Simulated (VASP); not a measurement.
# CrRh3 (Pm-3m) in VASP: single point with LDA

Aim: the single point of CrRh3 with LDA.

Program: VASP 6.6.1. These are calculated values, not measurements. Logs are shortened: lines on timing, memory, paths and dates and some standing lists are left out, and cuts for length are marked.

## (1) The cell of the first run

It takes space group Pm-3m (No. 221, cubic). Conventional cell: a = 3.791 Å, b = 3.791 Å, c = 3.791 Å, α = 90.00°, β = 90.00°, γ = 90.00°. Within 3.5 Å of Cr (site symmetry m-3m) lie 12 Rh at 2.68 Å. Rh (site symmetry 4/mmm) has 4 Cr at 2.68 Å and 8 Rh at 2.68 Å within 3.5 Å.

## (2) Single point, LDA, collinear spin, ferrimagnetic start

File INCAR:

```
PREC = Accurate
ENCUT = 520
EDIFF = 1E-6
ISMEAR = -1
SIGMA = 0.05
LREAL = F
LASPH = T
NELM = 150
ALGO = Normal
ISIF = 2
LWAVE = F
LCHARG = F
ISPIN = 2
MAGMOM = 3 1 1 -1
LORBIT = 11
LMAXMIX = 4
NBANDS = 40
```

File KPOINTS:

```
Automatic mesh
0
Gamma
  8 8 8
```

File POSCAR:

```
CrRh3
1.0
    3.7905530633      0.0000000000      0.0000000000
    0.0000000000      3.7905530633      0.0000000000
    0.0000000000      0.0000000000      3.7905530633
Cr Rh
1 3
Direct
    0.0000000000      0.0000000000      0.0000000000
    0.0000000000      0.5000000000      0.5000000000
    0.5000000000      0.5000000000      0.0000000000
    0.5000000000      0.0000000000      0.5000000000
```

Potentials or basis: VASP PAW LDA potentials, release 64 (Cr_pv, Rh_pv).

Started as:

```bash
$ cat potpaw_LDA.64/Cr_pv/POTCAR potpaw_LDA.64/Rh_pv/POTCAR > POTCAR
$ mpirun -np 1 vasp_std > vasp.out
```

OUTCAR:

```text
PREC = Accurate
   ENCUT = 520
   EDIFF = 1E-6
   ISMEAR = -1
   LREAL = F
   LASPH = T
   NELM = 150
   ISIF = 2
   ISPIN = 2
   LORBIT = 11

 ion  position               nearest neighbor table
   1  0.000  0.000  0.000-   2 2.68   3 2.68   4 2.68   2 2.68   4 2.68   2 2.68   3 2.68   2 2.68
                             3 2.68   4 2.68   4 2.68   3 2.68
   2  0.000  0.500  0.500-   1 2.68   3 2.68   4 2.68   1 2.68   3 2.68   1 2.68   4 2.68   1 2.68
                             3 2.68   4 2.68   3 2.68   4 2.68
   3  0.500  0.500  0.000-   1 2.68   2 2.68   4 2.68   2 2.68   4 2.68   1 2.68   4 2.68   4 2.68
                             1 2.68   2 2.68   2 2.68   1 2.68
   4  0.500  0.000  0.500-   1 2.68   2 2.68   3 2.68   1 2.68   3 2.68   2 2.68   3 2.68   3 2.68
                             1 2.68   2 2.68   1 2.68   2 2.68

  LATTYP: Found a simple cubic cell.
 ALAT       =     3.7905530633

  Lattice vectors:

 A1 = (   3.7905530633,   0.0000000000,   0.0000000000)
 A2 = (   0.0000000000,   3.7905530633,   0.0000000000)
 A3 = (   0.0000000000,   0.0000000000,   3.7905530633)

Analysis of symmetry for initial positions (statically):
=====================================================================
 Subroutine PRICEL returns:
 Original cell was already a primitive cell.

 Routine SETGRP: Setting up the symmetry group for a
 simple cubic supercell.

 Subroutine GETGRP returns: Found 48 space group operations
 (whereof 48 operations were pure point group operations)
 out of a pool of 48 trial point group operations.

The static configuration has the point symmetry O_h .

Analysis of symmetry for dynamics (positions and initial velocities):
=====================================================================
 Subroutine PRICEL returns:
 Original cell was already a primitive cell.

 Routine SETGRP: Setting up the symmetry group for a
 simple cubic supercell.

 Subroutine GETGRP returns: Found 48 space group operations
 (whereof 48 operations were pure point group operations)
 out of a pool of 48 trial point group operations.

The dynamic configuration has the point symmetry O_h .

Analysis of structural, dynamic, and magnetic symmetry:
=====================================================================
 Subroutine PRICEL returns:
 Original cell was already a primitive cell.

 Routine SETGRP: Setting up the symmetry group for a
 simple cubic supercell.

 Subroutine GETGRP returns: Found 16 space group operations
 (whereof 16 operations were pure point group operations)
[... 134 lines left out ...]
   IVDW    =     0    specifies the selected vdW correction
   LEPSILON=     F    determine dielectric tensor
   LRPA    =     F    only Hartree local field effects (RPA)
 spin polarized calculation
  energy-cutoff  :      520.00
  volume of cell :       54.46
 maximum number of plane-waves:      1492
   NGX = 15   NGY = 15   NGZ = 15

 number of electron      57.0000025 magnetization       0.0015929

 number of electron      57.0000025 magnetization      -0.0004774

 Free energy of the ion-electron system (eV)
  ---------------------------------------------------
  ext. energy  EPLUGINS =         0.00000000
  ---------------------------------------------------
  free energy    TOTEN  =       -36.78588446 eV

  energy without entropy =      -36.73499994  energy(sigma->0) =      -36.76044220

 E-fermi :  11.0841     XC(G=0): -14.0789

 val. band max:       11.0821680080   @ k =   0.3750   0.0000   0.0000
 cond. band min:      11.0939154158   @ k =   0.1250   0.0000   0.5000
 fundamental gap:      0.0117474079
 Fermi energy:        11.0840763783

 spin component 1

 k-point     1 :       0.0000    0.0000    0.0000
  band No.  band energies     occupation
      1     -35.6526      1.00000
      2     -35.6526      1.00000
      3     -35.6526      1.00000
      4     -35.3341      1.00000
      5     -35.3341      1.00000
      6     -35.3341      1.00000
[... 1021 lines left out ...]
     39      22.6847      0.00000
     40      23.3236      0.00000

 [... further k-points ...]

 spin component 2

 k-point     1 :       0.0000    0.0000    0.0000
  band No.  band energies     occupation
      1     -35.6526      1.00000
      2     -35.6525      1.00000
      3     -35.6525      1.00000
      4     -35.3341      1.00000
      5     -35.3341      1.00000
      6     -35.3340      1.00000
[... 1021 lines left out ...]
     39      22.6846      0.00000
     40      23.3235      0.00000

 [... further k-points ...]

------------------------ aborting loop because EDIFF is reached ----------------------------------------

  FORCE on cell =-STRESS in cart. coord.  units (eV):
  Direction    XX          YY          ZZ          XY          YZ          ZX
  --------------------------------------------------------------------------------------
  -------------------------------------------------------------------------------------
  Total       -6.1951789     -6.1954586     -6.1951789      0.0000000      0.0000000      0.0000000
  in kB     -182.2454494   -182.2536774   -182.2454494      0.0000000      0.0000000      0.0000000
  external PRESSURE =    -182.2481921 kB  Pullay stress =       0.0000000 kB

 VOLUME and BASIS-vectors are now :
 -----------------------------------------------------------------------------
  energy-cutoff  :      520.00
  volume of cell :       54.46
      direct lattice vectors                 reciprocal lattice vectors
     3.790553063  0.000000000  0.000000000     0.263813745  0.000000000  0.000000000
     0.000000000  3.790553063  0.000000000     0.000000000  0.263813745  0.000000000
     0.000000000  0.000000000  3.790553063     0.000000000  0.000000000  0.263813745

 POSITION                                       TOTAL-FORCE (eV/Angst)
 -----------------------------------------------------------------------------------
      0.00000      0.00000      0.00000         0.000000      0.000000      0.000000
      0.00000      1.89528      1.89528         0.000000      0.000000      0.000000
      1.89528      1.89528      0.00000         0.000000      0.000000      0.000000
      1.89528      0.00000      1.89528         0.000000      0.000000      0.000000
 -----------------------------------------------------------------------------------
    total drift:                                0.000000      0.000000      0.000000

  FREE ENERGIE OF THE ION-ELECTRON SYSTEM (eV)
  ---------------------------------------------------
  free  energy   TOTEN  =       -36.7858844605 eV

  energy  without entropy=      -36.7349999422  energy(sigma->0) =      -36.76044220

 total charge

# of ion       s       p       d       tot
------------------------------------------
    1        0.362   6.290   4.064  10.716
    2        0.430   6.316   7.071  13.816
    3        0.430   6.316   7.071  13.816
    4        0.430   6.316   7.071  13.817
--------------------------------------------------
tot          1.650  25.239  25.276  52.165

 magnetization (x)

# of ion       s       p       d       tot
------------------------------------------
    1       -0.000  -0.000  -0.001  -0.001
    2        0.000   0.000   0.000   0.000
    3        0.000   0.000   0.000   0.000
    4        0.000   0.000   0.000   0.000
--------------------------------------------------
tot         -0.000  -0.000  -0.001  -0.001
```

OSZICAR:

```text
N       E                     dE             d eps       ncg     rms          rms(c)
DAV:   1     0.731040308685E+03    0.73104E+03   -0.32787E+04 12008   0.166E+03
[... 24 lines left out ...]
DAV:  26    -0.367913431990E+02    0.19500E-01   -0.82239E-03 12344   0.379E-01    0.225E+01
DAV:  27    -0.367868916613E+02    0.44515E-02   -0.53976E-03 13384   0.252E-01    0.982E+00
DAV:  28    -0.367860609671E+02    0.83069E-03   -0.83260E-04 12664   0.160E-01    0.396E+00
DAV:  29    -0.367859489553E+02    0.11201E-03   -0.22383E-04 13144   0.618E-02    0.147E+00
DAV:  30    -0.367858867680E+02    0.62187E-04   -0.19698E-04 11928   0.553E-02    0.415E-01
DAV:  31    -0.367858850483E+02    0.17196E-05   -0.57885E-06 11368   0.137E-02    0.589E-02
DAV:  32    -0.367858844605E+02    0.58782E-06   -0.43159E-06  8080   0.927E-03
   1 F= -.36785884E+02 E0= -.36760442E+02  d E =-.508845E-01  mag=    -0.0002
```

stdout:

```text
POSCAR found type information on POSCAR CrRh
 POSCAR found :  2 types and       4 ions
 scaLAPACK will be used
 LDA part: xc-table for (Slater(with rela. corr.)+CA(PZ))
 , standard interpolation
 POSCAR, INCAR and KPOINTS ok, starting setup
 FFT: planning ... GRIDC
 FFT: planning ... GRID_SOFT
 FFT: planning ... GRID
 WAVECAR not read
 entering main loop
```

It took 8.7 min on 1 thread of Intel Xeon Platinum 8259CL at 2.50GHz (Skylake/Cascade Lake), shared host; peak memory 0.32 GiB.

Results:

- Free energy: -36.7859 eV
- Pressure: -18.2 GPa
- Net moment: 0.00 μB per cell
- Valence electrons inside the program's atomic spheres: Cr 10.72; Rh 13.82

Levels at points of the mesh, in eV from the Fermi level:
Spin up:
| k point | band 27 | band 28 | band 29 | band 30 | band 31 | band 32 |
| --- | --- | --- | --- | --- | --- | --- |
| (0.00, 0.00, 0.00) | 1.07 | 1.07 | 1.07 | 1.07 | 1.49 | 1.49 |
| (0.50, 0.00, 0.00) | -1.15 | -0.34 | -0.34 | -0.18 | -0.05 | 0.51 |
| (0.00, 0.50, 0.00) | -1.15 | -0.34 | -0.34 | -0.18 | -0.05 | 0.51 |
| (0.50, 0.50, 0.00) | -1.84 | -1.07 | -0.99 | -0.23 | -0.06 | -0.06 |
| (0.50, 0.00, 0.50) | -1.84 | -1.07 | -0.99 | -0.23 | -0.06 | -0.06 |
| (0.50, 0.50, 0.50) | 0.54 | 0.64 | 0.64 | 0.64 | 0.83 | 1.10 |
Spin down:
| k point | band 25 | band 26 | band 27 | band 28 | band 29 | band 30 | band 31 | band 32 | band 33 | band 34 |
| --- | --- | --- | --- | --- | --- | --- | --- | --- | --- | --- |
| (0.00, 0.00, 0.00) | 0.61 | 1.07 | 1.07 | 1.07 | 1.07 | 1.07 | 1.49 | 1.49 | 1.49 | 3.12 |
| (0.50, 0.00, 0.00) | -1.42 | -1.42 | -1.15 | -0.34 | -0.34 | -0.18 | -0.05 | 0.51 | 1.07 | 1.49 |
| (0.00, 0.50, 0.00) | -1.42 | -1.42 | -1.15 | -0.34 | -0.34 | -0.18 | -0.05 | 0.51 | 1.07 | 1.49 |
| (0.50, 0.50, 0.00) | -1.88 | -1.84 | -1.84 | -1.07 | -0.99 | -0.24 | -0.06 | -0.06 | 3.02 | 3.08 |
| (0.50, 0.00, 0.50) | -1.88 | -1.84 | -1.84 | -1.07 | -0.99 | -0.24 | -0.06 | -0.06 | 3.02 | 3.08 |
| (0.50, 0.50, 0.50) | 0.54 | 0.54 | 0.54 | 0.64 | 0.64 | 0.64 | 0.83 | 1.10 | 1.10 | 1.10 |

Caveat: the cell stands under tension; an empty level that is flat over the whole mesh can mark a ghost state of the potentials, or a narrow d or f band; the moments typed at the start vanished in this run.
